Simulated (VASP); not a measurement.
Here is a VASP 6.6.1 calculation.

Contents of INCAR:

```
PREC = Accurate
ENCUT = 520
EDIFF = 1E-7
ISMEAR = -1
SIGMA = 0.05
LREAL = False
LASPH = True
NELM = 80
ALGO = Normal
ISIF = 2
LWAVE = False
LCHARG = True
GGA = PS
LELF = True
LVHAR = True
NBANDS = 60
```

KPOINTS

```
Automatic mesh
0
Gamma
  6 6 3
```

POSCAR

```
TiO2
1.0
    5.9464301692     -1.7606163646     -0.1897389109
    5.9464301692      1.7606163646     -0.1897389109
   -2.0585599932      0.0000000000      5.9318089880
Ti O
4 8
Direct
    0.8892484928      0.8892484928      0.2831473864
    0.1812084541      0.1812084541      0.2786967717
    0.1107515072      0.1107515072      0.7168526136
    0.8187915459      0.8187915459      0.7213032283
    0.3400495167      0.3400495167      0.2403607692
    0.2696627589      0.2696627589      0.6516714871
    0.9023924772      0.9023924772      1.0053914017
    0.7303372411      0.7303372411      0.3483285129
    0.9436972180      0.9436972180      0.6145926955
    0.0976075228      0.0976075228     -0.0053914017
    0.6599504833      0.6599504833      0.7596392308
    0.0563027820      0.0563027820      0.3854073045
```

Potentials or basis: VASP PAW PBE potentials, release 64 (Ti_sv, O).

Launch:

```sh
$ cat potpaw_PBE.64/Ti_sv/POTCAR potpaw_PBE.64/O/POTCAR > POTCAR
$ mpirun -np 1 vasp_std > vasp.out
```

(1) Predict the largest force.

(2) What does it give for the band gap on the k mesh?

## Answers

(1) 0.095 eV/Å.

(2) 2.85 eV.

Caveat: the PAW data sets were made with another functional, which shifts forces and pressure a little.
